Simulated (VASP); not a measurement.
# In (I4/mmm) in VASP: further runs

Runs on In. Level: PBEsol. Tasks: single point.

Everything below comes from runs of VASP 6.6.1. Logs are shortened: lines on timing, memory, paths and dates and some standing lists are left out, and cuts for length are marked.

### 1 The cell of the first run

Symmetry: I4/mmm, No. 139, tetragonal system. The conventional cell has a = 3.301 Å, b = 3.301 Å, c = 5.022 Å, α = 90.00°, β = 90.00°, γ = 90.00°. In (site symmetry 4/mmm) has 12 In at 3.30 to 3.43 Å within 4.3 Å.

### 2 Single point, PBEsol (strain +0.015 along x and y, +0.015 along z)

File INCAR:

```
  ALGO = Fast
  EDIFF = 1E-7
  ENCUT = 520
  GGA = PS
  ISIF = 2
  ISMEAR = 0
  LASPH = T
  LCHARG = F
  LREAL = F
  LWAVE = F
  NBANDS = 12
  NELM = 80
  PREC = Accurate
  SIGMA = 0.15
```

File KPOINTS:

```
k-points
0
Gamma
  20 20 20
```

File POSCAR:

```
In
1.0
   -1.6505422500      1.6505422500      2.5110592500
    1.6505422500     -1.6505422500      2.5110592500
    1.6505422500      1.6505422500     -2.5110592500
In
1
Direct
    0.0000000000      0.0000000000      0.0000000000
```

Potentials or basis: VASP PAW PBE potentials, release 64 (In_d).

Launch:

```sh
> cat potpaw_PBE.64/In_d/POTCAR > POTCAR
> mpirun -np 1 vasp_std > vasp.out
```

OUTCAR:

```text
EDIFF = 1E-7
   ENCUT = 520
   GGA = PS
   ISIF = 2
   ISMEAR = 0
   LASPH = T
   LREAL = F
   NELM = 80
   PREC = Accurate

 ion  position               nearest neighbor table
   1  0.000  0.000  0.000-

  LATTYP: Found a body centered tetragonal cell.
 ALAT       =     3.3010845000
 C/A-ratio  =     1.5213541186

  Lattice vectors:

 A1 = (  -1.6505422500,   1.6505422500,   2.5110592500)
 A2 = (   1.6505422500,  -1.6505422500,   2.5110592500)
 A3 = (   1.6505422500,   1.6505422500,  -2.5110592500)

Analysis of symmetry for initial positions (statically):
=====================================================================
 Subroutine PRICEL returns:
 Original cell was already a primitive cell.

 Routine SETGRP: Setting up the symmetry group for a
 body centered tetragonal supercell.

 Subroutine GETGRP returns: Found 16 space group operations
 (whereof 16 operations were pure point group operations)
 out of a pool of 16 trial point group operations.

The static configuration has the point symmetry D_4h.

Analysis of symmetry for dynamics (positions and initial velocities):
=====================================================================
 Subroutine PRICEL returns:
 Original cell was already a primitive cell.

 Routine SETGRP: Setting up the symmetry group for a
 body centered tetragonal supercell.

 Subroutine GETGRP returns: Found 16 space group operations
 (whereof 16 operations were pure point group operations)
 out of a pool of 16 trial point group operations.

The dynamic configuration has the point symmetry D_4h.

 Subroutine INISYM returns: Found 16 space group operations
 (whereof 16 operations are pure point group operations),
 and found     1 'primitive' translations

----------------------------------------------------------------------------------------

                                     Primitive cell

  volume of cell :      27.3634

  direct lattice vectors                    reciprocal lattice vectors
    -1.650542250  1.650542250  2.511059250     0.000000000  0.302930749  0.199119157
     1.650542250 -1.650542250  2.511059250     0.302930749  0.000000000  0.199119157
     1.650542250  1.650542250 -2.511059250     0.302930749  0.302930749  0.000000000

  length of vectors
     3.428410418  3.428410418  3.428410418     0.362512727  0.362512727  0.428408774

  position of ions in fractional coordinates (direct lattice)
     0.000000000  0.000000000  0.000000000

  ion indices of the primitive-cell ions
   primitive index   ion index
                 1           1

----------------------------------------------------------------------------------------

 KPOINTS: k-points

Automatic generation of k-mesh.
 Grid dimensions read from file:
 generate k-points for:   20   20   20

 Generating k-lattice:

  Cartesian coordinates                     Fractional coordinates (reciprocal lattice)
     0.000000000  0.015146537  0.009955958     0.050000000  0.000000000  0.000000000
     0.015146537  0.000000000  0.009955958     0.000000000  0.050000000  0.000000000
     0.015146537  0.015146537  0.000000000     0.000000000  0.000000000  0.050000000

  Length of vectors
     0.018125636  0.018125636  0.021420439

  Shift w.r.t. Gamma in fractional coordinates (k-lattice)
     0.000000000  0.000000000  0.000000000

 Subroutine IBZKPT returns following result:
 ===========================================

 Found    641 irreducible k-points:

 Following reciprocal coordinates:
            Coordinates               Weight
  0.000000  0.000000  0.000000      1.000000
  0.050000  0.000000  0.000000      8.000000
  0.100000  0.000000  0.000000      8.000000
  0.150000 -0.000000  0.000000      8.000000
  0.200000  0.000000  0.000000      8.000000
  0.250000 -0.000000  0.000000      8.000000
[... 16 lines left out ...]
 -0.400000  0.050000 -0.000000     16.000000
 -0.350000  0.050000 -0.000000     16.000000
 [... further k-points ...]
   k-points           NKPTS =    641   k-points in BZ     NKDIM =    641   number of bands    NBANDS=     12
   number of dos      NEDOS =    301   number of ions     NIONS =      1
   total plane-waves  NPLWV =  21952
   dimension x,y,z NGX =    28 NGY =   28 NGZ =   28
   dimension x,y,z NGXF=    56 NGYF=   56 NGZF=   56
   ions per type =               1
   NGX,Y,Z   is equivalent  to a cutoff of  13.58, 13.58, 13.58 a.u.
   NGXF,Y,Z  is equivalent  to a cutoff of  27.15, 27.15, 27.15 a.u.
 SYSTEM =  unknown system
   PREC   = accura    normal or accurate (medium, high low for compatibility)
   ISTART =      0    job   : 0-new  1-cont  2-samecut
   ICHARG =      2    charge: 1-file 2-atom 10-const
   ISPIN  =      1    spin polarized calculation?
   LNONCOLLINEAR =      F non collinear calculations
   LSORBIT =      F    spin-orbit coupling
   LASPH  =      T    aspherical Exc in radial PAW
   ENCUT  =  520.0 eV  38.22 Ry    6.18 a.u.   6.37  6.37  6.37*2*pi/ulx,y,z
   NELM   =     80;   NELMIN=  2; NELMDL= -5     # of ELM steps
   EDIFF  = 0.1E-06   stopping-criterion for ELM
   LREAL  =      F    real-space projection
   EDIFFG = 0.1E-05   stopping-criterion for IOM
   NSW    =      0    number of steps for IOM
   IBRION =     -1    ionic relax: 0-MD 1-quasi-New 2-CG
   NFREE  =      0    steps in history (QN), initial steepest desc. (CG)
   ISIF   =      2    stress and relaxation
   ISYM   =      2    0-nonsym 1-usesym 2-fastsym
   POTIM  = 0.5000    time-step for ionic-motion
   TEBEG  =    0.0;   TEEND  =   0.0 temperature during run
   PSTRESS=    0.0 pullay stress
   NELECT =      13.0000    total number of electrons
   NUPDOWN=      -1.0000    fix difference up-down
   EMIN   =  10.00;   EMAX   =-10.00  energy-range for DOS
   EFERMI =   0.00;   METHOD = LEGACY
   ISMEAR =     0;   SIGMA  =   0.15  broadening in eV -4-tet -1-fermi 0-gaus
   EFERMI_NEDOS =   21; number of points for ismear=-14 and -15
   IALGO  =     68    algorithm
   IMIX   =      4    mixing-type and parameters
     AMIX     =   0.40;   BMIX     =  1.00
     AMIX_MAG =   1.60;   BMIX_MAG =  1.00
  volume/ion in A,a.u.               =      27.36       184.66
  Fermi-wavevector in a.u.,A,eV,Ry     =   1.277417  2.413967 22.201892  1.631793
  Thomas-Fermi vector in A             =   2.410017
   LORBIT       =      0    0 simple, 1 ext, 2 COOP (PROOUT), +10 PAW based schemes
   GGA     = PS    functional components
   LHFCALC =     F    Hartree Fock is set to
   AEXX    =    0.0000 exact exchange contribution
   IVDW    =     0    specifies the selected vdW correction
   LEPSILON=     F    determine dielectric tensor
   LRPA    =     F    only Hartree local field effects (RPA)
 non-spin polarized calculation
 RMM-DIIS sequential band-by-band and
 Gauss-broadening in eV      SIGMA  =   0.15
  energy-cutoff  :      520.00
  volume of cell :       27.36
 maximum number of plane-waves:       753
 NGX is ok and might be reduce to    28
   NGX = 13   NGY = 13   NGZ = 13

 number of electron      12.9999997 magnetization

 Free energy of the ion-electron system (eV)
  ---------------------------------------------------
  ext. energy  EPLUGINS =         0.00000000
  ---------------------------------------------------
  free energy    TOTEN  =        -2.97188211 eV

  energy without entropy =       -2.96669299  energy(sigma->0) =       -2.96928755

 E-fermi :   6.8402     XC(G=0): -10.1931

 val. band max:        6.8340520007   @ k =   0.2500   0.2500   0.2500
 cond. band min:       6.8433197143   @ k =   0.3000   0.1000   0.0500
 fundamental gap:      0.0092677136
 Fermi energy:         6.8402315706

 k-point     1 :       0.0000    0.0000    0.0000
  band No.  band energies     occupation
      1      -7.7052      2.00000
      2      -7.6106      2.00000
      3      -7.6106      2.00000
      4      -7.5385      2.00000
      5      -7.4447      2.00000
      6      -2.4025      2.00000
      7      16.9740      0.00000
      8      16.9740      0.00000
      9      17.1211      0.00000
     10      18.3441      0.00000
     11      20.4318      0.00000
     12      20.5762      0.00000

 k-point     2 :       0.0500    0.0000    0.0000
  band No.  band energies     occupation
      1      -7.7014      2.00000
      2      -7.6107      2.00000
      3      -7.6070      2.00000
      4      -7.5379      2.00000
      5      -7.4462      2.00000
      6      -2.3497      2.00000
      7      16.2982      0.00000
      8      16.9063      0.00000
      9      16.9425      0.00000
     10      18.1750      0.00000
     11      20.6501      0.00000
     12      20.7201      0.00000

 k-point     3 :       0.1000    0.0000    0.0000
  band No.  band energies     occupation
      1      -7.6917      2.00000
      2      -7.6116      2.00000
      3      -7.5970      2.00000
      4      -7.5345      2.00000
      5      -7.4498      2.00000
      6      -2.1905      2.00000
      7      14.7970      0.00000
      8      16.5887      0.00000
      9      16.7332      0.00000
     10      18.0658      0.00000
     11      20.7607      0.00000
     12      21.1393      0.00000
[... 286 lines left out ...]
 k-point    23 :      -0.4000    0.0500   -0.0000
  band No.  band energies     occupation
      1      -7.6843      2.00000
      2      -7.6572      2.00000
      3      -7.5868      2.00000
      4      -7.4024      2.00000
      5      -7.3610      2.00000
      6       0.8462      2.00000
      7       6.0233      2.00000
      8      14.0093      0.00000
      9      15.4945      0.00000
     10      17.5173      0.00000
     11      18.6667      0.00000
     12      20.2576      0.00000

 k-point    24 :      -0.3500    0.0500   -0.0000
  band No.  band energies     occupation
      1      -7.6757      2.00000
      2      -7.6497      2.00000
      3      -7.5782      2.00000
      4      -7.4264      2.00000
      5      -7.3896      2.00000
      6       0.0682      2.00000
      7       7.3858      0.00000
      8      14.1930      0.00000
      9      15.6586      0.00000
     10      17.7910      0.00000
     11      18.9898      0.00000
     12      20.1947      0.00000

 [... further k-points ...]
[... 5 lines left out ...]
  --------------------------------------------------------------------------------------
  -------------------------------------------------------------------------------------
  Total       -0.4229548     -0.4229548     -0.4601744      0.0000000     -0.0000000      0.0000000
  in kB      -24.7647701    -24.7647701    -26.9440462      0.0000000     -0.0000000      0.0000000
  external PRESSURE =     -25.4911954 kB  Pullay stress =       0.0000000 kB

 VOLUME and BASIS-vectors are now :
 -----------------------------------------------------------------------------
  energy-cutoff  :      520.00
  volume of cell :       27.36
      direct lattice vectors                 reciprocal lattice vectors
    -1.650542250  1.650542250  2.511059250     0.000000000  0.302930749  0.199119157
     1.650542250 -1.650542250  2.511059250     0.302930749  0.000000000  0.199119157
     1.650542250  1.650542250 -2.511059250     0.302930749  0.302930749  0.000000000

 POSITION                                       TOTAL-FORCE (eV/Angst)
 -----------------------------------------------------------------------------------
      0.00000      0.00000      0.00000         0.000000     -0.000000     -0.000000
 -----------------------------------------------------------------------------------
    total drift:                                0.000000     -0.000000     -0.000000

  FREE ENERGIE OF THE ION-ELECTRON SYSTEM (eV)
  ---------------------------------------------------
  free  energy   TOTEN  =        -2.9718821052 eV

  energy  without entropy=       -2.9666929928  energy(sigma->0) =       -2.96928755
```

Wall time 2.2 min (1 thread of Intel Xeon 6975P-C (Granite Rapids), shared host); peak memory 0.32 GiB.

What came out:

| Quantity | Value |
| --- | --- |
| Free energy | -2.9719 eV |
| Pressure | -2.5 GPa |

Levels at points of the mesh, in eV from the Fermi level:
| k point | band 3 | band 4 | band 5 | band 6 | band 7 | band 8 | band 9 | band 10 |
| --- | --- | --- | --- | --- | --- | --- | --- | --- |
| (0.00, 0.00, 0.00) | -14.45 | -14.38 | -14.28 | -9.24 | 10.13 | 10.13 | 10.28 | 11.50 |
| (0.50, 0.00, 0.00) | -14.44 | -14.21 | -14.17 | -4.28 | -3.18 | 7.27 | 8.81 | 11.00 |
| (0.50, 0.50, 0.00) | -14.20 | -14.19 | -14.11 | -1.82 | -1.77 | 3.44 | 3.87 | 6.80 |
| (0.50, 0.50, 0.50) | -14.19 | -14.16 | -14.16 | -2.98 | -2.50 | 4.61 | 4.61 | 7.92 |

Caveat: the cell differs from its parent crystal (strain +0.015 along x and y, +0.015 along z); the PAW data sets were made with another functional, which shifts forces and pressure a little; spin-orbit coupling is left out, which moves the levels of the heavy elements.

### 3 Single point, PBEsol (strain +0.030 along x and y, +0.000 along z)

File INCAR:

```
SYSTEM = In
  PREC = Accurate
  ENCUT = 520
  EDIFF = 1E-7
  ISMEAR = 0
  SIGMA = 0.15
  LREAL = .False.
  LASPH = .True.
  NELM = 100
  ALGO = Fast
  ISIF = 2
  LWAVE = .False.
  LCHARG = .False.
  GGA = PS
  NBANDS = 12
```

File KPOINTS:

```
regular mesh
0
Gamma
  20 20 20
  0 0 0
```

File POSCAR:

```
In
1.0
   -1.6749345000      1.6749345000      2.4739500000
    1.6749345000     -1.6749345000      2.4739500000
    1.6749345000      1.6749345000     -2.4739500000
In
1
Direct
    0.0000000000      0.0000000000      0.0000000000
```

Potentials or basis: VASP PAW PBE potentials, release 64 (In_d).

Launch:

```sh
> cat potpaw_PBE.64/In_d/POTCAR > POTCAR
> mpirun -np 1 vasp_std > vasp.out
```

OUTCAR:

```text
SYSTEM = In
   PREC = Accurate
   ENCUT = 520
   EDIFF = 1E-7
   ISMEAR = 0
   LREAL = .False.
   LASPH = .True.
   NELM = 100
   ISIF = 2
   GGA = PS

 ion  position               nearest neighbor table
   1  0.000  0.000  0.000-

  LATTYP: Found a body centered tetragonal cell.
 ALAT       =     3.3498690000
 C/A-ratio  =     1.4770428336

  Lattice vectors:

 A1 = (  -1.6749345000,   1.6749345000,   2.4739500000)
 A2 = (   1.6749345000,  -1.6749345000,   2.4739500000)
 A3 = (   1.6749345000,   1.6749345000,  -2.4739500000)

Analysis of symmetry for initial positions (statically):
=====================================================================
 Subroutine PRICEL returns:
 Original cell was already a primitive cell.

 Routine SETGRP: Setting up the symmetry group for a
 body centered tetragonal supercell.

 Subroutine GETGRP returns: Found 16 space group operations
 (whereof 16 operations were pure point group operations)
 out of a pool of 16 trial point group operations.

The static configuration has the point symmetry D_4h.

Analysis of symmetry for dynamics (positions and initial velocities):
[... 162 lines left out ...]
 cond. band min:       6.7009172001   @ k =  -0.3500   0.4000   0.3000
 fundamental gap:      0.0181822753
 Fermi energy:         6.6888342758

 k-point     1 :       0.0000    0.0000    0.0000
  band No.  band energies     occupation
      1      -7.8193      2.00000
      2      -7.7661      2.00000
      3      -7.7661      2.00000
      4      -7.6637      2.00000
      5      -7.6113      2.00000
      6      -2.4621      2.00000
      7      16.6965      0.00000
      8      16.6965      0.00000
      9      16.7922      0.00000
     10      18.1191      0.00000
     11      20.1664      0.00000
     12      20.2538      0.00000
[... 331 lines left out ...]
 k-point    24 :      -0.3500    0.0500    0.0000
  band No.  band energies     occupation
      1      -7.8147      2.00000
      2      -7.7753      2.00000
      3      -7.7361      2.00000
      4      -7.5756      2.00000
      5      -7.5410      2.00000
      6      -0.0358      2.00000
      7       7.2285      0.00000
      8      14.1849      0.00000
      9      15.2144      0.00000
     10      17.4185      0.00000
     11      19.2973      0.00000
     12      19.6929      0.00000

 [... further k-points ...]
[... 5 lines left out ...]
  --------------------------------------------------------------------------------------
  -------------------------------------------------------------------------------------
  Total       -0.5301156     -0.5301156     -0.5120866      0.0000000     -0.0000000      0.0000000
  in kB      -30.5938809    -30.5938809    -29.5533971      0.0000000     -0.0000000      0.0000000
  external PRESSURE =     -30.2470530 kB  Pullay stress =       0.0000000 kB

 VOLUME and BASIS-vectors are now :
 -----------------------------------------------------------------------------
  energy-cutoff  :      520.00
  volume of cell :       27.76
      direct lattice vectors                 reciprocal lattice vectors
    -1.674934500  1.674934500  2.473950000     0.000000000  0.298519136  0.202105944
     1.674934500 -1.674934500  2.473950000     0.298519136  0.000000000  0.202105944
     1.674934500  1.674934500 -2.473950000     0.298519136  0.298519136  0.000000000

 POSITION                                       TOTAL-FORCE (eV/Angst)
 -----------------------------------------------------------------------------------
      0.00000      0.00000      0.00000         0.000000     -0.000000      0.000000
 -----------------------------------------------------------------------------------
    total drift:                                0.000000     -0.000000     -0.000000

  FREE ENERGIE OF THE ION-ELECTRON SYSTEM (eV)
  ---------------------------------------------------
  free  energy   TOTEN  =        -2.9653201810 eV

  energy  without entropy=       -2.9602551515  energy(sigma->0) =       -2.96278767
```

stdout:

```text
POSCAR found type information on POSCAR In
 POSCAR found :  1 types and       1 ions
 scaLAPACK will be used
 -----------------------------------------------------------------------------
|                                                                             |
|                                                                             |
|     You enforced a specific xc type in the INCAR file but a different       |
[... 31 lines left out ...]
WARNING in EDDRMM: call to ZHEGV failed, returncode =   6  3     10
WARNING in EDDRMM: call to ZHEGV failed, returncode =   6  3     10
WARNING in EDDRMM: call to ZHEGV failed, returncode =   6  3     11
WARNING in EDDRMM: call to ZHEGV failed, returncode =   6  3     11
WARNING in EDDRMM: call to ZHEGV failed, returncode =   6  3     10
WARNING in EDDRMM: call to ZHEGV failed, returncode =   6  3     10
WARNING in EDDRMM: call to ZHEGV failed, returncode =   8  4     11
```

It took 2 min on 1 thread of Intel Xeon 6975P-C (Granite Rapids), shared host; peak memory 0.32 GiB.

Results:

* Free energy: -2.9653 eV
* Pressure: -3.0 GPa

Caveat: the cell differs from its parent crystal (strain +0.030 along x and y, +0.000 along z); the PAW data sets were made with another functional, which shifts forces and pressure a little; spin-orbit coupling is left out, which moves the levels of the heavy elements.
